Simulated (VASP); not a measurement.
# BaTiO3 in VASP: a series of runs, part 3 of 3

VASP 6.6.1. Earlier steps stand in the parts before.

## (6) Electric field gradients, PBE (12.10 Å³/atom)

This run uses another cell than the first one, of 12.10 Å³/atom.

The input, INCAR:

```
SYSTEM = BaTiO3
PREC     = Accurate       ! precision mode
ENCUT    = 520            ! plane-wave cutoff, eV
EDIFF    = 1E-8           ! SCF threshold, eV
ISMEAR   = -1             ! smearing method
SIGMA    = 0.05           ! smearing width, eV
LREAL    = .FALSE.        ! projectors in reciprocal space
LASPH    = .TRUE.         ! aspherical terms in the spheres
NELM     = 100            ! most SCF steps
ALGO     = Normal         ! electronic algorithm
ISIF     = 2              ! what is computed and relaxed
LWAVE    = .FALSE.        ! write WAVECAR
LCHARG   = .FALSE.        ! write CHGCAR
GGA      = PE             ! functional
LEFG     = .TRUE.       
NBANDS   = 28             ! bands
```

The input, KPOINTS:

```
Automatic mesh
0
G
  8 8 8
  0 0 0
```

The input, POSCAR:

```
BaTiO3
1.0
    3.9254954135      0.0000000000      0.0000000000
    0.0000000000      3.9254954135      0.0000000000
    0.0000000000      0.0000000000      3.9254954135
Ba Ti O
1 1 3
Direct
    0.5000000000      0.5000000000      0.5000000000
    0.0000000000      0.0000000000      0.0000000000
    0.5000000000      0.0000000000      0.0000000000
    0.0000000000      0.5000000000      0.0000000000
    0.0000000000      0.0000000000      0.5000000000
```

Potentials or basis: VASP PAW PBE potentials, release 64 (Ba_sv, Ti_sv, O).

Launch:

```console
$ cat potpaw_PBE.64/Ba_sv/POTCAR potpaw_PBE.64/Ti_sv/POTCAR potpaw_PBE.64/O/POTCAR > POTCAR
$ mpirun -np 1 vasp_std > vasp.out
```

OUTCAR:

```text
SYSTEM = BaTiO3
   PREC = Accurate
   ENCUT = 520
   EDIFF = 1E-8
   ISMEAR = -1
   LREAL = .FALSE.
   LASPH = .TRUE.
   NELM = 100
   ISIF = 2
   GGA = PE

 ion  position               nearest neighbor table
   1  0.500  0.500  0.500-   3 2.78   4 2.78   5 2.78   3 2.78   4 2.78   3 2.78   5 2.78   3 2.78
                             4 2.78   5 2.78   4 2.78   5 2.78   2 3.40   2 3.40   2 3.40   2 3.40
   2  0.000  0.000  0.000-   3 1.96   4 1.96   5 1.96   5 1.96   4 1.96   3 1.96   1 3.40   1 3.40
                             1 3.40   1 3.40   1 3.40   1 3.40   1 3.40   1 3.40
   3  0.500  0.000  0.000-   2 1.96   2 1.96   1 2.78   1 2.78   1 2.78   1 2.78
   4  0.000  0.500  0.000-   2 1.96   2 1.96   1 2.78   1 2.78   1 2.78   1 2.78
   5  0.000  0.000  0.500-   2 1.96   2 1.96   1 2.78   1 2.78   1 2.78   1 2.78

  LATTYP: Found a simple cubic cell.
 ALAT       =     3.9254954135

  Lattice vectors:

 A1 = (   3.9254954135,   0.0000000000,   0.0000000000)
 A2 = (   0.0000000000,   3.9254954135,   0.0000000000)
 A3 = (   0.0000000000,   0.0000000000,   3.9254954135)

Analysis of symmetry for initial positions (statically):
=====================================================================
 Subroutine PRICEL returns:
 Original cell was already a primitive cell.

 Routine SETGRP: Setting up the symmetry group for a
 simple cubic supercell.

 Subroutine GETGRP returns: Found 48 space group operations
 (whereof 48 operations were pure point group operations)
 out of a pool of 48 trial point group operations.

The static configuration has the point symmetry O_h .

Analysis of symmetry for dynamics (positions and initial velocities):
=====================================================================
 Subroutine PRICEL returns:
 Original cell was already a primitive cell.

 Routine SETGRP: Setting up the symmetry group for a
 simple cubic supercell.

 Subroutine GETGRP returns: Found 48 space group operations
 (whereof 48 operations were pure point group operations)
 out of a pool of 48 trial point group operations.

The dynamic configuration has the point symmetry O_h .

 Subroutine INISYM returns: Found 48 space group operations
 (whereof 48 operations are pure point group operations),
 and found     1 'primitive' translations

----------------------------------------------------------------------------------------

                                     Primitive cell

  volume of cell :      60.4900

  direct lattice vectors                    reciprocal lattice vectors
     3.925495414  0.000000000  0.000000000     0.254744916  0.000000000  0.000000000
     0.000000000  3.925495414  0.000000000     0.000000000  0.254744916  0.000000000
     0.000000000  0.000000000  3.925495414     0.000000000  0.000000000  0.254744916

  length of vectors
     3.925495414  3.925495414  3.925495414     0.254744916  0.254744916  0.254744916

  position of ions in fractional coordinates (direct lattice)
     0.500000000  0.500000000  0.500000000
     0.000000000  0.000000000  0.000000000
     0.500000000  0.000000000  0.000000000
     0.000000000  0.500000000  0.000000000
     0.000000000  0.000000000  0.500000000

  ion indices of the primitive-cell ions
   primitive index   ion index
                 1           1
[... 99 lines left out ...]
  Thomas-Fermi vector in A             =   2.546561
   LORBIT       =      0    0 simple, 1 ext, 2 COOP (PROOUT), +10 PAW based schemes
   GGA     = PE    functional components
   LHFCALC =     F    Hartree Fock is set to
   AEXX    =    0.0000 exact exchange contribution
   IVDW    =     0    specifies the selected vdW correction
   LEPSILON=     F    determine dielectric tensor
   LRPA    =     F    only Hartree local field effects (RPA)
 non-spin polarized calculation
  energy-cutoff  :      520.00
  volume of cell :       60.49
 maximum number of plane-waves:      1654
 NGX is ok and might be reduce to    30
   NGX = 15   NGY = 15   NGZ = 15

 number of electron      39.9999995 magnetization

 Free energy of the ion-electron system (eV)
  ---------------------------------------------------
  ext. energy  EPLUGINS =         0.00000000
  ---------------------------------------------------
  free energy    TOTEN  =       -39.74708469 eV

  energy without entropy =      -39.74708468  energy(sigma->0) =      -39.74708468

 E-fermi :   5.2367     XC(G=0): -11.5706

 val. band max:        4.2968934830   @ k =   0.5000   0.5000   0.5000
 cond. band min:       6.1558758639   @ k =   0.0000   0.0000   0.0000
 fundamental gap:      1.8589823809
 Fermi energy:         5.2366589298

 k-point     1 :       0.0000    0.0000    0.0000
  band No.  band energies     occupation
      1     -52.0910      2.00000
      2     -28.3367      2.00000
      3     -28.3367      2.00000
      4     -28.3367      2.00000
      5     -20.3963      2.00000
      6     -12.7233      2.00000
[... 733 lines left out ...]
     27      12.8122      0.00000
     28      13.7083      0.00000

 [... further k-points ...]

------------------------ aborting loop because EDIFF is reached ----------------------------------------

  FORCE on cell =-STRESS in cart. coord.  units (eV):
  Direction    XX          YY          ZZ          XY          YZ          ZX
  --------------------------------------------------------------------------------------
  -------------------------------------------------------------------------------------
  Total        5.9442477      5.9442477      5.9442477      0.0000000      0.0000000      0.0000000
  in kB      157.4432538    157.4432538    157.4432538      0.0000000      0.0000000      0.0000000
  external PRESSURE =     157.4432538 kB  Pullay stress =       0.0000000 kB

 VOLUME and BASIS-vectors are now :
 -----------------------------------------------------------------------------
  energy-cutoff  :      520.00
  volume of cell :       60.49
      direct lattice vectors                 reciprocal lattice vectors
     3.925495414  0.000000000  0.000000000     0.254744916  0.000000000  0.000000000
     0.000000000  3.925495414  0.000000000     0.000000000  0.254744916  0.000000000
     0.000000000  0.000000000  3.925495414     0.000000000  0.000000000  0.254744916

 POSITION                                       TOTAL-FORCE (eV/Angst)
 -----------------------------------------------------------------------------------
      1.96275      1.96275      1.96275         0.000000      0.000000      0.000000
      0.00000      0.00000      0.00000         0.000000      0.000000      0.000000
      1.96275      0.00000      0.00000         0.000000      0.000000      0.000000
      0.00000      1.96275      0.00000         0.000000      0.000000      0.000000
      0.00000      0.00000      1.96275         0.000000      0.000000      0.000000
 -----------------------------------------------------------------------------------
    total drift:                                0.000000     -0.000000      0.000000

  FREE ENERGIE OF THE ION-ELECTRON SYSTEM (eV)
  ---------------------------------------------------
  free  energy   TOTEN  =       -39.7470846851 eV

  energy  without entropy=      -39.7470846843  energy(sigma->0) =      -39.74708468

 Electric field gradients (V/A^2)
---------------------------------------------------------------------
 ion       V_xx      V_yy      V_zz      V_xy      V_xz      V_yz
---------------------------------------------------------------------
   1       0.000     0.000     0.000    -0.000     0.000     0.000
   2       0.000     0.000    -0.000    -0.000    -0.000    -0.000
   3      19.637    -9.819    -9.819    -0.000     0.000    -0.000
   4      -9.819    19.637    -9.819    -0.000     0.000     0.000
   5      -9.819    -9.819    19.637     0.000    -0.000    -0.000
---------------------------------------------------------------------

 Electric field gradients after diagonalization (V/A^2)
 (convention: |V_zz| > |V_xx| > |V_yy|)
----------------------------------------------------------------------
 ion       V_xx      V_yy      V_zz     asymmetry (V_yy - V_xx)/ V_zz
----------------------------------------------------------------------
   1       0.000     0.000     0.000      -0.108
   2       0.000     0.000    -0.000       0.250
   3      -9.819    -9.819    19.637       0.000
   4      -9.819    -9.819    19.637       0.000
   5      -9.819    -9.819    19.637       0.000
----------------------------------------------------------------------

           NMR quadrupolar parameters

 Cq : quadrupolar parameter    Cq=e*Q*V_zz/h
 eta: asymmetry parameters     (V_yy - V_xx)/ V_zz
 Q  : nuclear electric quadrupole moment in mb (millibarn)
----------------------------------------------------------------------
 ion       Cq(MHz)       eta       Q (mb)
----------------------------------------------------------------------
   1       0.000      -0.108       1.000
   2      -0.000       0.250       1.000
   3       0.047       0.000       1.000
   4       0.047       0.000       1.000
   5       0.047       0.000       1.000
----------------------------------------------------------------------
```

Run time: 2.2 min. Hardware: 1 thread of Intel Xeon 8259CL, shared host; peak memory 0.21 GiB.

Results:

| Item | Value |
| --- | --- |
| Free energy | -39.7471 eV |
| Pressure | 15.7 GPa |
| Band gap on the k mesh | 1.86 eV (least direct gap 1.94 eV) |
| Largest electric field gradient by atom | Ba +0.0; Ti +0.0; O +19.6 V/Å² |

Levels at points of the mesh, in eV from the valence-band top:
```csv
k point,band 18,band 19,band 20,band 21,band 22,band 23
"(0.00, 0.00, 0.00)",-0.09,-0.09,-0.09,1.86,1.86,1.86
"(0.50, 0.00, 0.00)",-1.90,-0.71,-0.71,2.05,3.79,3.79
"(0.50, 0.50, 0.00)",-0.83,-0.83,-0.10,3.80,3.80,4.23
"(0.50, 0.50, 0.50)",0.00,0.00,0.00,4.53,4.53,4.53
```

Electric field gradients, principal values (V/Å²):
```tsv
atom	least	middle	greatest (by size)
1 Ba	0.000	0.000	0.000
2 Ti	0.000	0.000	0.000
3 O	-9.819	-9.819	19.637
4 O	-9.819	-9.819	19.637
5 O	-9.819	-9.819	19.637
```

Caveat: the cell stands under pressure; without QUAD_EFG the Cq values of the log hold for a quadrupole moment of 1 mb, not for the nuclei; spin-orbit coupling is left out, which moves the levels of the heavy elements. A k mesh can miss the band edges.

## (7) Overview

| cell | gap on the mesh (eV) | pressure (GPa) |
| --- | --- | --- |
| a = 3.967, b = 3.967, c = 4.007 Å, 5 atoms | 1.76 | 7.0 |
| a = 4.007 Å, 5 atoms | 1.74 | 3.2 |
| a = 3.925 Å, 5 atoms | 1.86 | 15.7 |

Alike in all rows: task electric field gradients; level PBE; potentials or basis VASP PAW PBE potentials, release 64 (Ba_sv, Ti_sv, O); no spin polarisation; k mesh 8 × 8 × 8; cutoff (eV) 520; smearing fermi-dirac 0.05 eV.

Caveats: the cell stands under pressure; spin-orbit coupling is left out, which moves the levels of the heavy elements.

Absolute energies hang on the potentials; compare differences alone.
